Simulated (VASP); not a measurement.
# Ga8O11 (P1) in VASP: further runs, part 2 of 2

VASP 6.6.1.

### 5 Single point, HSE06

POSCAR

```
Ga8O11
1.0
   12.2300000000      0.0000000000      0.0000000000
    0.0000000000      3.0400000000      0.0000000000
   -1.3736610000      0.0000000000      5.6349850000
Ga O
8 11
Direct
    0.0903510000      0.0065080000      0.7953270000
    0.5892660000      0.4871870000      0.8000410000
    0.9110400000      0.0131830000      0.2014380000
    0.4111770000      0.4934660000      0.2021330000
    0.3385550000      0.0137720000      0.6835290000
    0.8421940000      0.4973500000      0.6795820000
    0.6570550000      0.9932570000      0.3130610000
    0.1536570000      0.5068960000      0.3112880000
    0.1682830000      0.0355730000      0.1005510000
    0.6655320000      0.4986970000      0.0983200000
    0.8315270000      0.0044970000      0.9110230000
    0.3292810000      0.5118800000      0.9042510000
    0.4941520000      0.0217200000      0.2512490000
    0.5019520000      0.0023290000      0.7438160000
    0.0056540000      0.5012430000      0.7481390000
    0.8267400000      0.9907040000      0.4437120000
    0.3288620000      0.4961610000      0.4323620000
    0.1722980000      0.9927410000      0.5745000000
    0.6730910000      0.5150590000      0.5595420000
```

INCAR.step1

```
PREC = Accurate ; ENCUT = 520
EDIFF = 1E-5 ; ISMEAR = -1
SIGMA = 0.01 ; LREAL = Auto
LASPH = True ; NELM = 80
ALGO = Normal ; ISIF = 2
LWAVE = True ; LCHARG = False
GGA = PE ; NBANDS = 100
```

INCAR.step2

```
PREC = Accurate ; ENCUT = 520
EDIFF = 1E-6 ; ISMEAR = -1
SIGMA = 0.01 ; LREAL = Auto
LASPH = True ; NELM = 80
ALGO = Normal ; ISIF = 2
LWAVE = False ; LCHARG = False
GGA = PE ; LHFCALC = True
HFSCREEN = 0.2079 ; PRECFOCK = Fast
ISTART = 1 ; NBANDS = 100
```

KPOINTS

```
regular mesh
0
Gamma
  1 1 1
```

Potentials or basis: VASP PAW PBE potentials, release 64 (Ga_d, O).

Started as:

```console
$ cat potpaw_PBE.64/Ga_d/POTCAR potpaw_PBE.64/O/POTCAR > POTCAR
$ cp INCAR.step1 INCAR
$ mpirun -np 1 vasp_gam > vasp.out
$ cp INCAR.step2 INCAR
$ mpirun -np 1 vasp_gam > vasp.out
```

OUTCAR:

```text
PREC = Accurate
   ENCUT = 520
   EDIFF = 1E-6
   ISMEAR = -1
   LREAL = Auto
   LASPH = True
   NELM = 80
   ISIF = 2
   GGA = PE
   LHFCALC = True
   HFSCREEN = 0.2079
   PRECFOCK = Fast
   ISTART = 1

 ion  position               nearest neighbor table
   1  0.090  0.007  0.795-   9 1.80  18 1.80  15 1.81  15 1.84
   2  0.589  0.487  0.800-  10 1.76  14 1.80  14 1.88  19 1.92
   3  0.911  0.013  0.201-  11 1.73  16 1.93
   4  0.411  0.493  0.202-  13 1.74  12 1.78  17 1.85  13 1.88
   5  0.339  0.014  0.684-  14 1.95  18 1.98  12 2.00  12 2.01  17 2.05  17 2.13
   6  0.842  0.497  0.680-  15 1.94  16 2.01  19 2.02  11 2.04  16 2.04  11 2.07
   7  0.657  0.993  0.313-  13 1.94  10 1.97  10 2.00  19 2.02  16 2.03  19 2.11
   8  0.154  0.507  0.311-   9 1.92   9 2.05  17 2.09  18 2.10  18 2.16
   9  0.168  0.036  0.101-   1 1.80   8 1.92   8 2.05
  10  0.666  0.499  0.098-   2 1.76   7 1.97   7 2.00
  11  0.832  0.004  0.911-   3 1.73   6 2.04   6 2.07
  12  0.329  0.512  0.904-   4 1.78   5 2.00   5 2.01
  13  0.494  0.022  0.251-   4 1.74   4 1.88   7 1.94
  14  0.502  0.002  0.744-   2 1.80   2 1.88   5 1.95
  15  0.006  0.501  0.748-   1 1.81   1 1.84   6 1.94
  16  0.827  0.991  0.444-   3 1.93   6 2.01   7 2.03   6 2.04
  17  0.329  0.496  0.432-   4 1.85   5 2.05   8 2.09   5 2.13
  18  0.172  0.993  0.575-   1 1.80   5 1.98   8 2.10   8 2.16
  19  0.673  0.515  0.560-   2 1.92   7 2.02   6 2.02   7 2.11

  LATTYP: Found a simple monoclinic cell.
 ALAT       =     5.8000000425
 B/A-ratio  =     0.5241379272
 C/A-ratio  =     2.1086206742
 COS(beta)  =    -0.2368381017

  Lattice vectors:

 A1 = (  -1.3736610000,   0.0000000000,   5.6349850000)
 A2 = (   0.0000000000,  -3.0400000000,   0.0000000000)
 A3 = (  12.2300000000,   0.0000000000,   0.0000000000)

Analysis of symmetry for initial positions (statically):
=====================================================================
 Subroutine PRICEL returns:
 Original cell was already a primitive cell.

 Routine SETGRP: Setting up the symmetry group for a
 simple monoclinic supercell.

 Subroutine GETGRP returns: Found  1 space group operations
 (whereof  1 operations were pure point group operations)
 out of a pool of  4 trial point group operations.

The static configuration has the point symmetry C_1 .

Analysis of symmetry for dynamics (positions and initial velocities):
=====================================================================
 Subroutine PRICEL returns:
 Original cell was already a primitive cell.

 Routine SETGRP: Setting up the symmetry group for a
 simple monoclinic supercell.

 Subroutine GETGRP returns: Found  1 space group operations
 (whereof  1 operations were pure point group operations)
 out of a pool of  4 trial point group operations.

The dynamic configuration has the point symmetry C_1 .

 Subroutine INISYM returns: Found  1 space group operations
 (whereof  1 operations are pure point group operations),
 and found     1 'primitive' translations

----------------------------------------------------------------------------------------

                                     Primitive cell

[... 83 lines left out ...]
   number of dos      NEDOS =    301   number of ions     NIONS =     19
   total plane-waves  NPLWV = 110592
   dimension x,y,z NGX =    96 NGY =   24 NGZ =   48
   dimension x,y,z NGXF=   192 NGYF=   48 NGZF=   96
   ions per type =               8  11
   NGX,Y,Z   is equivalent  to a cutoff of  13.05, 13.12, 13.76 a.u.
   NGXF,Y,Z  is equivalent  to a cutoff of  26.10, 26.25, 27.52 a.u.
 SYSTEM =  unknown system
   PREC   = accura    normal or accurate (medium, high low for compatibility)
   ISTART =      1    job   : 0-new  1-cont  2-samecut
   ICHARG =      0    charge: 1-file 2-atom 10-const
   ISPIN  =      1    spin polarized calculation?
   LNONCOLLINEAR =      F non collinear calculations
   LSORBIT =      F    spin-orbit coupling
   LASPH  =      T    aspherical Exc in radial PAW
   ENCUT  =  520.0 eV  38.22 Ry    6.18 a.u.  22.74  5.65 10.78*2*pi/ulx,y,z
   NELM   =     80;   NELMIN=  2; NELMDL=  0     # of ELM steps
   EDIFF  = 0.1E-05   stopping-criterion for ELM
   LREAL  =      T    real-space projection
   EDIFFG = 0.1E-04   stopping-criterion for IOM
   NSW    =      0    number of steps for IOM
   IBRION =     -1    ionic relax: 0-MD 1-quasi-New 2-CG
   NFREE  =      0    steps in history (QN), initial steepest desc. (CG)
   ISIF   =      2    stress and relaxation
   ISYM   =      3    0-nonsym 1-usesym 2-fastsym
   POTIM  = 0.5000    time-step for ionic-motion
   TEBEG  =    0.0;   TEEND  =   0.0 temperature during run
   PSTRESS=    0.0 pullay stress
   NELECT =     170.0000    total number of electrons
   NUPDOWN=      -1.0000    fix difference up-down
   EMIN   =  10.00;   EMAX   =-10.00  energy-range for DOS
   EFERMI =   0.00;   METHOD = LEGACY
   ISMEAR =    -1;   SIGMA  =   0.01  broadening in eV -4-tet -1-fermi 0-gaus
   EFERMI_NEDOS =   21; number of points for ismear=-14 and -15
   IALGO  =     38    algorithm
   IMIX   =      1    mixing-type and parameters
     AMIX     =   0.40;   BMIX     =  1.00
     AMIX_MAG =   1.60;   BMIX_MAG =  1.00
  volume/ion in A,a.u.               =      11.03        74.41
  Fermi-wavevector in a.u.,A,eV,Ry     =   1.526957  2.885531 31.723321  2.331598
  Thomas-Fermi vector in A             =   2.634919
   LORBIT       =      0    0 simple, 1 ext, 2 COOP (PROOUT), +10 PAW based schemes
   GGA     = PE    functional components
   LHFCALC =     T    Hartree Fock is set to
   PRECFOCK=fast      Normal, Fast or Accurate (Low or Medium for compatibility)
   ENCUT4O =  -1.0   cutoff for four orbital integrals eV
   NKREDX  =     1    reduce k-point grid by
   NKREDY  =     1    reduce k-point grid by
   NKREDZ  =     1    reduce k-point grid by
   AEXX    =    0.2500 exact exchange contribution
   HFSCREEN=    0.2079 screening length (either q_TF or 0.3 A-1)
   HFSCREENC=   0.2079 screening length for correlation (either q_TF or 0.3 A-1)
   ENCUTFOCK=  -1.0 apply spherical cutoff to Coloumb kernel
   IVDW    =     0    specifies the selected vdW correction
   LEPSILON=     F    determine dielectric tensor
   LRPA    =     F    only Hartree local field effects (RPA)
 non-spin polarized calculation
  energy-cutoff  :      520.00
  volume of cell :      209.50
 maximum number of plane-waves:      2837
 NGX is ok and might be reduce to    90
  NGX = 48; NGY = 12; NGZ = 24

 number of electron     169.9999966 magnetization

 Free energy of the ion-electron system (eV)
  ---------------------------------------------------
  ext. energy  EPLUGINS =         0.00000000
  ---------------------------------------------------
  free energy    TOTEN  =      -122.51025833 eV

  energy without entropy =     -122.51025833  energy(sigma->0) =     -122.51025833

 E-fermi :   3.8819     XC(G=0):  -9.3044

 val. band max:        3.5368207888   @ k =   0.0000   0.0000   0.0000
 cond. band min:       7.0656993568   @ k =   0.0000   0.0000   0.0000
 fundamental gap:      3.5288785679
 Fermi energy:         3.8819027048

 k-point     1 :       0.0000    0.0000    0.0000
  band No.  band energies     occupation
      1     -17.7070      2.00000
      2     -17.2739      2.00000
      3     -17.2382      2.00000
      4     -16.7198      2.00000
      5     -16.4417      2.00000
      6     -16.2071      2.00000
[... 89 lines left out ...]
     96      12.6856      0.00000
     97      13.3731      0.00000
 [bands above 97 left out]

------------------------ aborting loop because EDIFF is reached ----------------------------------------

  FORCE on cell =-STRESS in cart. coord.  units (eV):
  Direction    XX          YY          ZZ          XY          YZ          ZX
  --------------------------------------------------------------------------------------
  -------------------------------------------------------------------------------------
  Total        2.0760177     21.2163670     23.1539107     -1.1235409     -0.1692996     -1.4808120
  in kB       15.8762827    162.2515286    177.0688356     -8.5922453     -1.2947137    -11.3244655
  external PRESSURE =     118.3988823 kB  Pullay stress =       0.0000000 kB

 VOLUME and BASIS-vectors are now :
 -----------------------------------------------------------------------------
  energy-cutoff  :      520.00
  volume of cell :      209.50
      direct lattice vectors                 reciprocal lattice vectors
    12.230000000  0.000000000  0.000000000     0.081766149  0.000000000  0.019932435
     0.000000000  3.040000000  0.000000000     0.000000000  0.328947368  0.000000000
    -1.373661000  0.000000000  5.634985000     0.000000000  0.000000000  0.177462762

 POSITION                                       TOTAL-FORCE (eV/Angst)
 -----------------------------------------------------------------------------------
      0.01248      0.01978      4.48166         0.903965     -0.300030      0.706212
      6.10774      1.48105      4.50822         1.353189      0.847054     -1.003892
     10.86531      0.04008      1.13510         1.334810     -0.056204      1.805182
      4.75103      1.50014      1.13902        -1.758516      1.879124      0.014275
      3.20159      0.04187      3.85168         0.399149     -0.117846      0.486754
      9.36652      1.51194      3.82943        -1.164459      0.028602      0.886952
[... 11 lines left out ...]
      1.31804      3.01793      3.23730         1.586289     -0.022104     -0.763148
      7.46328      1.56578      3.15301         0.603364     -0.283212      1.074743
 -----------------------------------------------------------------------------------
    total drift:                                0.014699     -0.002035      0.003769

  FREE ENERGIE OF THE ION-ELECTRON SYSTEM (eV)
  ---------------------------------------------------
  free  energy   TOTEN  =      -122.5102583296 eV

  energy  without entropy=     -122.5102583296  energy(sigma->0) =     -122.51025833
```

Wall time 2.6 min (1 thread of Intel Xeon Platinum 8375C at 2.90GHz (Ice Lake), shared host); peak memory 0.43 GiB.

What came out:

| Property | Result |
| --- | --- |
| Free energy | -122.5103 eV |
| Pressure | 11.8 GPa |
| Largest force | 3.121 eV/Å |
| Band gap on the k mesh | 3.53 eV |

Forces on the atoms (eV/Å):
```
Ga   0.904 -0.300  0.706
Ga   1.353  0.847 -1.004
Ga   1.335 -0.056  1.805
Ga  -1.759  1.879  0.014
Ga   0.399 -0.118  0.487
Ga  -1.164  0.029  0.887
Ga   0.170  0.185 -0.086
Ga   0.729  0.382 -0.019
O   -0.287 -0.514  0.598
O   -0.125 -0.041  0.922
O   -0.039  0.059 -2.232
O    0.103  0.034 -1.171
O    2.217 -2.131  0.531
O   -1.447 -0.764 -0.283
O   -1.846  0.385 -0.534
O   -0.869  0.266 -0.923
O   -1.862  0.165 -0.010
O    1.586 -0.022 -0.763
O    0.603 -0.283  1.075
```

Stress tensor (GPa, compression positive):
```
 1.59 -0.86 -1.13
-0.86 16.23 -0.13
-1.13 -0.13 17.71
```

Caveat: the k points lie up to 2.07 Å⁻¹ apart; the PAW data sets were made with another functional, which shifts forces and pressure a little. A k mesh can miss the band edges.

### 6 Overview

| level | smearing | grid for exact exchange (PRECFOCK) | screening parameter | gap on the mesh (eV) | pressure (GPa) | largest force (eV/Å) |
| --- | --- | --- | --- | --- | --- | --- |
| PBE | gaussian 0.01 eV | - | - | 2.68 | 20.6 | 3.26 |
| PBE | fermi-dirac 0.01 eV | - | - | 2.68 | 20.6 | 3.26 |
| HSE06 | gaussian 0.01 eV | Fast | 0.2079 1/Å | 3.53 | 11.8 | 3.12 |
| HSE06 | fermi-dirac 0.01 eV | Fast | 0.2079 1/Å | 3.53 | 11.8 | 3.12 |

Alike in all rows: task single point; potentials or basis VASP PAW PBE potentials, release 64 (Ga_d, O); no spin polarisation; cell as given; k mesh 1 × 1 × 1; cutoff (eV) 520.

Caveats: all runs use coarse meshes; forces of over 1 eV/Å act on the atoms, so gaps and moduli don't describe the material at rest (some runs); the PAW data sets were made with another functional, which shifts forces and pressure a little (some runs).

Total energies depend on the potentials used, so only differences within one code and one set of settings carry meaning.
